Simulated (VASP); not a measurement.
# GaN (F-43m) in VASP: a series of runs, part 2 of 2

VASP 6.6.1.

## 4. Single point, r2SCAN+D4

This run uses another cell than the first one, of 10.76 Å³/atom, 0.940 times its volume.

Contents of POSCAR:

```
GaN
1.0
    0.0000000000      2.2074978911      2.2074978911
    2.2074978911      0.0000000000      2.2074978911
    2.2074978911      2.2074978911      0.0000000000
Ga N
1 1
Direct
    0.0000000000      0.0000000000      0.0000000000
    0.2500000000      0.2500000000      0.2500000000
```

Contents of INCAR.step1:

```
SYSTEM = GaN
PREC = Accurate ; ENCUT = 910
ISMEAR = -1 ; SIGMA = 0.05
LREAL = .FALSE. ; LASPH = .TRUE.
NELM = 120 ; NBANDS = 16
GGA = PE ; ALGO = Normal
EDIFF = 1E-5 ; LWAVE = .TRUE.
LCHARG = .FALSE. ; GGA_COMPAT = .FALSE.
```

Contents of INCAR.step2:

```
SYSTEM = GaN
PREC = Accurate ; ENCUT = 910
EDIFF = 1E-6 ; ISMEAR = -1
SIGMA = 0.05 ; LREAL = .FALSE.
LASPH = .TRUE. ; NELM = 120
ALGO = Normal ; ISIF = 2
LWAVE = .FALSE. ; LCHARG = .FALSE.
METAGGA = R2SCAN ; LMIXTAU = .TRUE.
IVDW = 13 ; VDW_S6 = 1.0
VDW_S8 = 0.6018749 ; VDW_A1 = 0.51559235
VDW_A2 = 5.77342911 ; NBANDS = 16
ISTART = 1 ; GGA_COMPAT = .FALSE.
```

Contents of KPOINTS:

```
regular mesh
0
G
  10 10 10
  0 0 0
```

Potentials or basis: VASP PAW PBE potentials, release 64 (Ga_d, N_h).

On the command line:

```bash
> cat potpaw_PBE.64/Ga_d/POTCAR potpaw_PBE.64/N_h/POTCAR > POTCAR
> cp INCAR.step1 INCAR
> mpirun -np 1 vasp_std > vasp.out
> cp INCAR.step2 INCAR
> mpirun -np 1 vasp_std > vasp.out
```

OUTCAR:

```text
SYSTEM = GaN
   PREC = Accurate
   ENCUT = 910
   EDIFF = 1E-6
   ISMEAR = -1
   LREAL = .FALSE.
   LASPH = .TRUE.
   NELM = 120
   ISIF = 2
   METAGGA = R2SCAN
   IVDW = 13
   ISTART = 1

 ion  position               nearest neighbor table
   1  0.000  0.000  0.000-   2 1.91   2 1.91   2 1.91   2 1.91
   2  0.250  0.250  0.250-   1 1.91   1 1.91   1 1.91   1 1.91

  LATTYP: Found a face centered cubic cell.
 ALAT       =     4.4149957822

  Lattice vectors:

 A1 = (   0.0000000000,   2.2074978911,   2.2074978911)
 A2 = (   2.2074978911,   0.0000000000,   2.2074978911)
 A3 = (   2.2074978911,   2.2074978911,   0.0000000000)

Analysis of symmetry for initial positions (statically):
=====================================================================
 Subroutine PRICEL returns:
 Original cell was already a primitive cell.

 Routine SETGRP: Setting up the symmetry group for a
 face centered cubic supercell.

 Subroutine GETGRP returns: Found 24 space group operations
 (whereof 24 operations were pure point group operations)
 out of a pool of 48 trial point group operations.

The static configuration has the point symmetry T_d .
[... 159 lines left out ...]

 E-fermi :   7.0221     XC(G=0): -12.9964

 val. band max:        6.0268020103   @ k =   0.0000   0.0000   0.0000
 cond. band min:       8.5560309247   @ k =   0.0000   0.0000   0.0000
 fundamental gap:      2.5292289143
 Fermi energy:         7.0220691994

 k-point     1 :       0.0000    0.0000    0.0000
  band No.  band energies     occupation
      1     -11.2615      2.00000
      2      -7.8680      2.00000
      3      -7.8680      2.00000
      4      -7.8680      2.00000
      5      -7.4449      2.00000
      6      -7.4449      2.00000
[... 433 lines left out ...]
      3      -7.5856      2.00000
      4      -7.5832      2.00000
      5      -7.3715      2.00000
      6      -6.6769      2.00000
[... 8 lines left out ...]
     15      30.0211      0.00000
     16      30.4465      0.00000

 [... further k-points ...]

------------------------ aborting loop because EDIFF is reached ----------------------------------------

  DFT-D4 for vdW energy calculation

  Edisp (eV):   -0.30861

  FORCE on cell =-STRESS in cart. coord.  units (eV):
  Direction    XX          YY          ZZ          XY          YZ          ZX
  --------------------------------------------------------------------------------------
  -------------------------------------------------------------------------------------
  Total       1.51795     1.51795     1.51795    -0.00000     0.00000     0.00000
  in kB     113.04144   113.04144   113.04144    -0.00000     0.00000     0.00000
  external pressure =      113.04 kB  Pullay stress =        0.00 kB

 VOLUME and BASIS-vectors are now :
 -----------------------------------------------------------------------------
  energy-cutoff  :      910.00
  volume of cell :       21.51
      direct lattice vectors                 reciprocal lattice vectors
     0.000000000  2.207497891  2.207497891    -0.226500783  0.226500783  0.226500783
     2.207497891  0.000000000  2.207497891     0.226500783 -0.226500783  0.226500783
     2.207497891  2.207497891  0.000000000     0.226500783  0.226500783 -0.226500783

 POSITION                                       TOTAL-FORCE (eV/Angst)
 -----------------------------------------------------------------------------------
      0.00000      0.00000      0.00000         0.000000      0.000000      0.000000
      1.10375      1.10375      1.10375        -0.000000     -0.000000     -0.000000
 -----------------------------------------------------------------------------------
    total drift:                               -0.000001     -0.000001     -0.000001

  FREE ENERGIE OF THE ION-ELECTRON SYSTEM (eV)
  ---------------------------------------------------
  free  energy   TOTEN  =       -22.1497428503 eV

  energy  without entropy=      -22.1497428503  energy(sigma->0) =      -22.14974285
```

OSZICAR.step1:

```text
N       E                     dE             d eps       ncg     rms          rms(c)
DAV:   1     0.117717230827E+03    0.11772E+03   -0.12480E+04  1664   0.285E+03
DAV:   2    -0.228180982199E+01   -0.12000E+03   -0.10990E+03  1680   0.443E+02
DAV:   3    -0.139384107885E+02   -0.11657E+02   -0.11498E+02  1712   0.965E+01
DAV:   4    -0.141467598933E+02   -0.20835E+00   -0.20818E+00  1880   0.131E+01
DAV:   5    -0.141491937763E+02   -0.24339E-02   -0.24338E-02  1792   0.134E+00    0.790E+00
DAV:   6    -0.120524423614E+02    0.20968E+01   -0.49205E+00  2272   0.416E+01    0.202E+00
DAV:   7    -0.120580585383E+02   -0.56162E-02   -0.29327E-01  1608   0.585E+00    0.133E+00
DAV:   8    -0.120537145341E+02    0.43440E-02   -0.42348E-02  1832   0.316E+00    0.318E-01
DAV:   9    -0.120517376443E+02    0.19769E-02   -0.82160E-03  2248   0.242E+00    0.801E-02
DAV:  10    -0.120519033194E+02   -0.16568E-03   -0.84596E-04  1944   0.478E-01    0.375E-02
DAV:  11    -0.120518755247E+02    0.27795E-04   -0.15594E-04  2312   0.200E-01    0.757E-03
DAV:  12    -0.120518769690E+02   -0.14443E-05   -0.16102E-05  1560   0.574E-02
   1 F= -.12051877E+02 E0= -.12051877E+02  d E =-.352505E-10
```

It took 91 s on 1 thread of AMD EPYC 9R45 (Zen 5), shared host; peak memory 0.18 GiB.

What came out:

| Property | Result |
| --- | --- |
| Free energy | -22.1497 eV |
| Pressure | 11.3 GPa |
| Band gap on the k mesh | 2.53 eV, direct |
| Dispersion energy per atom | -0.154 eV |

Caveat: the cutoff is under 1.25 times the usual one of these potentials, so pressure, stress and relaxed cells hold a basis-set (Pulay) error; the PAW data sets were made with another functional, which shifts forces and pressure a little. r2SCAN opens gaps a little over a GGA but as a rule still falls short of measured ones.

## 5. Single point, PBEsol

This run uses another cell than the first one, of 10.76 Å³/atom, 0.940 times its volume.

Contents of INCAR:

```
SYSTEM = GaN
PREC     = Accurate       ! precision mode
ENCUT    = 600            ! plane-wave cutoff, eV
EDIFF    = 1E-6           ! SCF threshold, eV
ISMEAR   = -1             ! smearing method
SIGMA    = 0.05           ! smearing width, eV
LREAL    = .FALSE.        ! projectors in reciprocal space
LASPH    = .TRUE.         ! aspherical terms in the spheres
NELM     = 120            ! most SCF steps
ALGO     = Normal         ! electronic algorithm
ISIF     = 2              ! what is computed and relaxed
LWAVE    = .FALSE.        ! write WAVECAR
LCHARG   = .FALSE.        ! write CHGCAR
GGA      = PS             ! functional
NBANDS   = 16             ! bands
GGA_COMPAT= .FALSE.
```

KPOINTS is that of step 4.

POSCAR is that of step 4.

Potentials or basis: VASP PAW PBE potentials, release 64 (Ga_d, N).

On the command line:

```bash
> cat potpaw_PBE.64/Ga_d/POTCAR potpaw_PBE.64/N/POTCAR > POTCAR
> mpirun -np 1 vasp_std > vasp.out
```

It took 47 s on 1 thread of Intel Xeon 8259CL, shared host; peak memory 0.17 GiB.

Results (log left out):

| Quantity | Value |
| --- | --- |
| Free energy | -13.0817 eV |
| Pressure | 11.4 GPa |
| Band gap on the k mesh | 2.08 eV, direct |

Levels at points of the mesh, in eV from the valence-band top:
```tsv
k point	band 5	band 6	band 7	band 8	band 9	band 10	band 11	band 12	band 13	band 14
(0.00, 0.00, 0.00)	-13.08	-13.08	0.00	0.00	0.00	2.08	10.59	10.59	10.59	18.21
(0.50, 0.00, 0.00)	-13.03	-11.83	-7.54	-1.06	-1.06	4.99	8.94	10.58	10.58	15.97
(0.50, 0.50, 0.00)	-12.99	-11.42	-6.44	-2.96	-2.96	3.24	6.91	12.04	14.54	14.54
```

Caveat: the PAW data sets were made with another functional, which shifts forces and pressure a little. As with any semilocal functional, this PBEsol gap is likely too small.

## 6. Single point, revPBE

This run uses another cell than the first one, of 11.96 Å³/atom, 1.046 times its volume.

Contents of INCAR:

```
  PREC = Accurate
  ENCUT = 520
  EDIFF = 1E-7
  ISMEAR = -1
  SIGMA = 0.05
  LREAL = False
  LASPH = True
  NELM = 60
  ALGO = Normal
  ISIF = 2
  LWAVE = False
  LCHARG = False
  GGA = RE
  NBANDS = 16
```

Contents of KPOINTS:

```
Automatic mesh
0
Gamma
  10 10 10
```

Contents of POSCAR:

```
GaN
1.0
    0.0000000000      2.2871934539      2.2871934539
    2.2871934539      0.0000000000      2.2871934539
    2.2871934539      2.2871934539      0.0000000000
Ga N
1 1
Direct
    0.0000000000      0.0000000000      0.0000000000
    0.2500000000      0.2500000000      0.2500000000
```

Potentials or basis: VASP PAW PBE potentials, release 64 (Ga_d, N).

On the command line:

```bash
> cat potpaw_PBE.64/Ga_d/POTCAR potpaw_PBE.64/N/POTCAR > POTCAR
> mpirun -np 1 vasp_std > vasp.out
```

It took 7.1 s on 1 thread of Intel Xeon 6975P-C (Granite Rapids), shared host; peak memory 0.14 GiB.

The run converged. Its results:

* Free energy: -11.4621 eV
* Pressure: -0.1 GPa
* Band gap on the k mesh: 1.48 eV, direct

Levels at points of the mesh, in eV from the valence-band top:
```
           k point  band 7  band 8  band 9  band 10  band 11  band 12
(0.00, 0.00, 0.00)    0.00    0.00    0.00     1.48    10.08    10.08
(0.50, 0.00, 0.00)   -6.73   -0.91   -0.91     4.39     8.57    10.18
(0.50, 0.50, 0.00)   -5.92   -2.54   -2.54     3.38     6.46    11.50
```

Caveat: the PAW data sets were made with another functional, which shifts forces and pressure a little. A hybrid or GW would open this gap; revPBE tends to underestimate it.

## 7. Overview

```csv
level,potentials or basis,cell,cutoff (eV),second run,gap on the mesh (eV),pressure (GPa)
r2SCAN,"VASP PAW PBE potentials, release 64 (Ga_d, N_h)","a = 3.187 Å, angles 60.0°, 2 atoms",910,hard_potentials,2.12,-0.2
r2SCAN+rVV10,"VASP PAW PBE potentials, release 64 (Ga_d, N_h)","a = 3.174 Å, angles 60.0°, 2 atoms",910,hard_potentials,2.16,1.0
r2SCAN+D4,"VASP PAW PBE potentials, release 64 (Ga_d, N_h)","a = 3.122 Å, angles 60.0°, 2 atoms",910,hard_potentials,2.53,11.3
PBEsol,"VASP PAW PBE potentials, release 64 (Ga_d, N)","a = 3.122 Å, angles 60.0°, 2 atoms",600,-,2.08,11.4
revPBE,"VASP PAW PBE potentials, release 64 (Ga_d, N)","a = 3.235 Å, angles 60.0°, 2 atoms",520,-,1.48,-0.1
```

Alike in all rows: task single point; no spin polarisation; k mesh 10 × 10 × 10; smearing fermi-dirac 0.05 eV.

Caveats: the PAW data sets were made with another functional, which shifts forces and pressure a little; the cutoff is under 1.25 times the usual one of these potentials, so pressure, stress and relaxed cells hold a basis-set (Pulay) error (some runs).

Absolute energies hang on the potentials; compare differences alone.
